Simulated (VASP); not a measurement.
# Ag (P6_3/mmc) in VASP: notebook

Runs on Ag. Level: LDA. Tasks: single point.

All numbers are computed with VASP 6.6.1; they aren't measurements. Logs are shortened: lines on timing, memory, paths and dates and some standing lists are left out, and cuts for length are marked.

### Step 1. The cell of the first run

Symmetry: P6_3/mmc, No. 194, hexagonal system. Conventional cell: a = 3.093 Å, b = 3.093 Å, c = 4.298 Å, α = 90.00°, β = 90.00°, γ = 120.00°. Ag (site symmetry -6m2) has 12 Ag at 2.79 to 3.09 Å within 3.7 Å.

### Step 2. Single point, LDA

The input, INCAR:

```
SYSTEM = Ag
ALGO     = Fast           ! electronic algorithm
EDIFF    = 1E-7           ! SCF threshold, eV
ENCUT    = 520            ! plane-wave cutoff, eV
ISIF     = 2              ! what is computed and relaxed
ISMEAR   = 0              ! smearing method
LASPH    = .TRUE.         ! aspherical terms in the spheres
LCHARG   = .FALSE.        ! write CHGCAR
LREAL    = .FALSE.        ! projectors in reciprocal space
LWAVE    = .FALSE.        ! write WAVECAR
NBANDS   = 18             ! bands
NELM     = 60             ! most SCF steps
PREC     = Accurate       ! precision mode
SIGMA    = 0.15           ! smearing width, eV
```

The input, KPOINTS:

```
k-points
0
G
  21 21 12
  0 0 0
```

The input, POSCAR:

```
Ag
1.0
    3.0931028461      0.0000000000      0.0000000000
   -1.5465514230      2.6787056412      0.0000000000
    0.0000000000      0.0000000000      4.2981489721
Ag
2
Direct
    0.3333333333      0.6666666667      0.2500000000
    0.6666666667      0.3333333333      0.7500000000
```

Potentials or basis: VASP PAW LDA potentials, release 64 (Ag).

The run is started by

```bash
cat potpaw_LDA.64/Ag/POTCAR > POTCAR
mpirun -np 1 vasp_std > vasp.out
```

OUTCAR:

```text
SYSTEM = Ag
   EDIFF = 1E-7
   ENCUT = 520
   ISIF = 2
   ISMEAR = 0
   LASPH = .TRUE.
   LREAL = .FALSE.
   NELM = 60
   PREC = Accurate

 ion  position               nearest neighbor table
   1  0.333  0.667  0.250-   2 2.79   2 2.79   2 2.79   2 2.79   2 2.79   2 2.79
   2  0.667  0.333  0.750-   1 2.79   1 2.79   1 2.79   1 2.79   1 2.79   1 2.79

  LATTYP: Found a hexagonal cell.
 ALAT       =     3.0931028461
 C/A-ratio  =     1.3895913540

  Lattice vectors:

 A1 = (   3.0931028461,   0.0000000000,   0.0000000000)
 A2 = (  -1.5465514230,   2.6787056412,   0.0000000000)
 A3 = (   0.0000000000,   0.0000000000,   4.2981489721)

Analysis of symmetry for initial positions (statically):
=====================================================================
 Subroutine PRICEL returns:
 Original cell was already a primitive cell.

 Routine SETGRP: Setting up the symmetry group for a
 hexagonal supercell.

 Subroutine GETGRP returns: Found 24 space group operations
 (whereof 12 operations were pure point group operations)
 out of a pool of 24 trial point group operations.

The static configuration has the point symmetry D_3d.
 The point group associated with its full space group is D_6h.

Analysis of symmetry for dynamics (positions and initial velocities):
=====================================================================
 Subroutine PRICEL returns:
 Original cell was already a primitive cell.

 Routine SETGRP: Setting up the symmetry group for a
 hexagonal supercell.

 Subroutine GETGRP returns: Found 24 space group operations
 (whereof 12 operations were pure point group operations)
 out of a pool of 24 trial point group operations.

The dynamic configuration has the point symmetry D_3d.
 The point group associated with its full space group is D_6h.

 Subroutine INISYM returns: Found 24 space group operations
 (whereof 12 operations are pure point group operations),
 and found     1 'primitive' translations

----------------------------------------------------------------------------------------

                                     Primitive cell

  volume of cell :      35.6124

  direct lattice vectors                    reciprocal lattice vectors
     3.093102846  0.000000000  0.000000000     0.323299951  0.186657314  0.000000000
    -1.546551423  2.678705641  0.000000000     0.000000000  0.373314628  0.000000000
     0.000000000  0.000000000  4.298148972     0.000000000  0.000000000  0.232658292

  length of vectors
     3.093102846  3.093102846  4.298148972     0.373314628  0.373314628  0.232658292

  position of ions in fractional coordinates (direct lattice)
     0.333333333  0.666666667  0.250000000
     0.666666667  0.333333333  0.750000000

  ion indices of the primitive-cell ions
   primitive index   ion index
                 1           1
                 2           2

----------------------------------------------------------------------------------------

 KPOINTS: k-points

Automatic generation of k-mesh.
 Grid dimensions read from file:
 generate k-points for:   21   21   12

 Generating k-lattice:

  Cartesian coordinates                     Fractional coordinates (reciprocal lattice)
     0.015395236  0.008888444  0.000000000     0.047619048 -0.000000000  0.000000000
     0.000000000  0.017776887  0.000000000     0.000000000  0.047619048  0.000000000
     0.000000000  0.000000000  0.019388191     0.000000000  0.000000000  0.083333333

  Length of vectors
     0.017776887  0.017776887  0.019388191

  Shift w.r.t. Gamma in fractional coordinates (k-lattice)
     0.000000000  0.000000000  0.000000000

 Subroutine IBZKPT returns following result:
 ===========================================

 Found    336 irreducible k-points:

 Following reciprocal coordinates:
            Coordinates               Weight
  0.000000  0.000000  0.000000      1.000000
  0.047619  0.000000  0.000000      6.000000
  0.095238  0.000000  0.000000      6.000000
  0.142857  0.000000  0.000000      6.000000
  0.190476  0.000000  0.000000      6.000000
  0.238095 -0.000000  0.000000      6.000000
[... 16 lines left out ...]
  0.142857  0.095238  0.000000     12.000000
  0.190476  0.095238  0.000000     12.000000
 [... further k-points ...]
   k-points           NKPTS =    336   k-points in BZ     NKDIM =    336   number of bands    NBANDS=     18
   number of dos      NEDOS =    301   number of ions     NIONS =      2
   total plane-waves  NPLWV =  18432
   dimension x,y,z NGX =    24 NGY =   24 NGZ =   32
   dimension x,y,z NGXF=    48 NGYF=   48 NGZF=   64
   ions per type =               2
   NGX,Y,Z   is equivalent  to a cutoff of  12.90, 12.90, 12.38 a.u.
   NGXF,Y,Z  is equivalent  to a cutoff of  25.80, 25.80, 24.75 a.u.
 SYSTEM =  Ag
   PREC   = accura    normal or accurate (medium, high low for compatibility)
   ISTART =      0    job   : 0-new  1-cont  2-samecut
   ICHARG =      2    charge: 1-file 2-atom 10-const
   ISPIN  =      1    spin polarized calculation?
   LNONCOLLINEAR =      F non collinear calculations
   LSORBIT =      F    spin-orbit coupling
   LASPH  =      T    aspherical Exc in radial PAW
   ENCUT  =  520.0 eV  38.22 Ry    6.18 a.u.   5.75  5.75  7.99*2*pi/ulx,y,z
   NELM   =     60;   NELMIN=  2; NELMDL= -5     # of ELM steps
   EDIFF  = 0.1E-06   stopping-criterion for ELM
   LREAL  =      F    real-space projection
   EDIFFG = 0.1E-05   stopping-criterion for IOM
   NSW    =      0    number of steps for IOM
   IBRION =     -1    ionic relax: 0-MD 1-quasi-New 2-CG
   NFREE  =      0    steps in history (QN), initial steepest desc. (CG)
   ISIF   =      2    stress and relaxation
   ISYM   =      2    0-nonsym 1-usesym 2-fastsym
   POTIM  = 0.5000    time-step for ionic-motion
   TEBEG  =    0.0;   TEEND  =   0.0 temperature during run
   PSTRESS=    0.0 pullay stress
   NELECT =      22.0000    total number of electrons
   NUPDOWN=      -1.0000    fix difference up-down
   EMIN   =  10.00;   EMAX   =-10.00  energy-range for DOS
   EFERMI =   0.00;   METHOD = LEGACY
   ISMEAR =     0;   SIGMA  =   0.15  broadening in eV -4-tet -1-fermi 0-gaus
   EFERMI_NEDOS =   21; number of points for ismear=-14 and -15
   IALGO  =     68    algorithm
   IMIX   =      4    mixing-type and parameters
     AMIX     =   0.40;   BMIX     =  1.00
     AMIX_MAG =   1.60;   BMIX_MAG =  1.00
  volume/ion in A,a.u.               =      17.81       120.16
  Fermi-wavevector in a.u.,A,eV,Ry     =   1.394276  2.634800 26.449806  1.944006
  Thomas-Fermi vector in A             =   2.517841
   LORBIT       =      0    0 simple, 1 ext, 2 COOP (PROOUT), +10 PAW based schemes
   GGA     = CA    functional components
   LHFCALC =     F    Hartree Fock is set to
   AEXX    =    0.0000 exact exchange contribution
   IVDW    =     0    specifies the selected vdW correction
   LEPSILON=     F    determine dielectric tensor
   LRPA    =     F    only Hartree local field effects (RPA)
 non-spin polarized calculation
 RMM-DIIS sequential band-by-band and
 Gauss-broadening in eV      SIGMA  =   0.15
  energy-cutoff  :      520.00
  volume of cell :       35.61
 maximum number of plane-waves:       972
 NGX is ok and might be reduce to    24

 number of electron      22.0000004 magnetization

 Free energy of the ion-electron system (eV)
  ---------------------------------------------------
  ext. energy  EPLUGINS =         0.00000000
  ---------------------------------------------------
  free energy    TOTEN  =        -7.29957670 eV

  energy without entropy =       -7.29424532  energy(sigma->0) =       -7.29691101

 E-fermi :   7.5573     XC(G=0): -12.3117

 val. band max:        7.5431233236   @ k =   0.4762   0.0476   0.2500
 cond. band min:       7.5736976008   @ k =   0.0476   0.0476   0.1667
 fundamental gap:      0.0305742771
 Fermi energy:         7.5573162431

 k-point     1 :       0.0000    0.0000    0.0000
  band No.  band energies     occupation
      1       0.0353      2.00000
      2       1.4260      2.00000
      3       2.9917      2.00000
      4       2.9917      2.00000
      5       3.0313      2.00000
      6       3.0313      2.00000
[... 10 lines left out ...]
     17      24.6964      0.00000
     18      25.3974      0.00000

 k-point     2 :       0.0476    0.0000    0.0000
  band No.  band energies     occupation
      1       0.0886      2.00000
      2       1.4488      2.00000
      3       2.9504      2.00000
      4       3.0127      2.00000
      5       3.0142      2.00000
      6       3.0175      2.00000
[... 10 lines left out ...]
     17      24.9084      0.00000
     18      25.8947      0.00000

 k-point     3 :       0.0952    0.0000    0.0000
  band No.  band energies     occupation
      1       0.2457      2.00000
      2       1.5122      2.00000
      3       2.8515      2.00000
      4       2.9602      2.00000
      5       2.9603      2.00000
      6       3.0934      2.00000
[... 10 lines left out ...]
     17      25.2651      0.00000
     18      26.6789      0.00000

 k-point     4 :       0.1429    0.0000    0.0000
  band No.  band energies     occupation
      1       0.4969      2.00000
      2       1.6006      2.00000
      3       2.7369      2.00000
      4       2.8623      2.00000
      5       2.8831      2.00000
      6       3.2145      2.00000
[... 375 lines left out ...]
      4       2.7735      2.00000
      5       2.8715      2.00000
      6       3.3058      2.00000
[... 10 lines left out ...]
     17      25.1670      0.00000
     18      25.3464      0.00000

 k-point    23 :       0.1429    0.0952    0.0000
  band No.  band energies     occupation
      1       0.9564      2.00000
      2       1.7359      2.00000
      3       2.5607      2.00000
      4       2.6172      2.00000
      5       2.8030      2.00000
      6       3.3669      2.00000
[... 10 lines left out ...]
     17      24.2513      0.00000
     18      25.2707      0.00000

 k-point    24 :       0.1905    0.0952    0.0000
  band No.  band energies     occupation
      1       1.2962      2.00000
      2       1.7925      2.00000
      3       2.4346      2.00000
      4       2.5180      2.00000
      5       2.7280      2.00000
      6       3.4227      2.00000
[... 10 lines left out ...]
     17      23.4475      0.00000
     18      24.2975      0.00000

 [... further k-points ...]
[... 5 lines left out ...]
  --------------------------------------------------------------------------------------
  -------------------------------------------------------------------------------------
  Total       -2.4708963     -2.4708963     -0.3108341     -0.0000000      0.0000000     -0.0000000
  in kB     -111.1640321   -111.1640321    -13.9842272     -0.0000000      0.0000000     -0.0000000
  external PRESSURE =     -78.7707638 kB  Pullay stress =       0.0000000 kB

 VOLUME and BASIS-vectors are now :
 -----------------------------------------------------------------------------
  energy-cutoff  :      520.00
  volume of cell :       35.61
      direct lattice vectors                 reciprocal lattice vectors
     3.093102846  0.000000000  0.000000000     0.323299951  0.186657314  0.000000000
    -1.546551423  2.678705641  0.000000000     0.000000000  0.373314628  0.000000000
     0.000000000  0.000000000  4.298148972     0.000000000  0.000000000  0.232658292

 POSITION                                       TOTAL-FORCE (eV/Angst)
 -----------------------------------------------------------------------------------
     -0.00000      1.78580      1.07454         0.000000     -0.000000      0.000000
      1.54655      0.89290      3.22361        -0.000000      0.000000      0.000000
 -----------------------------------------------------------------------------------
    total drift:                               -0.000000      0.000000     -0.000000

  FREE ENERGIE OF THE ION-ELECTRON SYSTEM (eV)
  ---------------------------------------------------
  free  energy   TOTEN  =        -7.2995767011 eV

  energy  without entropy=       -7.2942453225  energy(sigma->0) =       -7.29691101
```

Wall time 71 s (1 thread of Intel Xeon Platinum 8559C (Emerald Rapids), shared host); peak memory 0.26 GiB.

What came out:

```yaml
Free_energy: -7.2996 eV
Pressure: -7.9 GPa
Band_gap_on_the_k_mesh: zero (band 11 reaches 10.86 eV, above the bottom of band 12 at 4.35 eV)
```

### Step 3. Single point, LDA

This run uses another cell than the first one, of the same volume but with other edges.

The input, INCAR:

```
SYSTEM = Ag
PREC = Accurate
ENCUT = 520
EDIFF = 1E-7
ISMEAR = 0
SIGMA = 0.15
LREAL = .FALSE.
LASPH = .TRUE.
NELM = 100
ALGO = Fast
ISIF = 2
LWAVE = .FALSE.
LCHARG = .TRUE.
LELF = .TRUE.
LVHAR = .TRUE.
NBANDS = 18
```

The input, KPOINTS:

```
Automatic mesh
0
G
  21 21 12
  0 0 0
```

The input, POSCAR:

```
Ag
1.0
    2.7572337582      0.0000000000      0.0000000000
   -1.3786168791      2.3878344788      0.0000000000
    0.0000000000      0.0000000000      5.4090750940
Ag
2
Direct
    0.3333333333      0.6666666667      0.2500000000
    0.6666666667      0.3333333333      0.7500000000
```

Potentials or basis: VASP PAW LDA potentials, release 64 (Ag).

The run is started by

```bash
cat potpaw_LDA.64/Ag/POTCAR > POTCAR
mpirun -np 1 vasp_std > vasp.out
```

It took 86 s on 1 thread of Intel Xeon Platinum 8559C (Emerald Rapids), shared host; peak memory 0.28 GiB.

It converged, with:

```yaml
Free_energy: -7.2455 eV
Pressure: -6.3 GPa
Band_gap_on_the_k_mesh: zero (band 11 reaches 12.47 eV, above the bottom of band 12 at 4.35 eV)
```

Stress tensor (GPa, compression positive):
```
 -1.24   0.00   0.00
  0.00  -1.24   0.00
  0.00   0.00 -16.36
```

Levels at points of the mesh, in eV from the Fermi level:
```
           k point  band 8  band 9  band 10  band 11  band 12  band 13  band 14  band 15
(0.00, 0.00, 0.00)   -3.47   -3.47    -3.04    -3.04    -1.36     1.08    13.11    16.91
(0.00, 0.00, 0.50)   -4.66   -3.23    -3.23    -3.23    -3.23     7.18     7.18    17.22
```

[end of part 1 of 3]
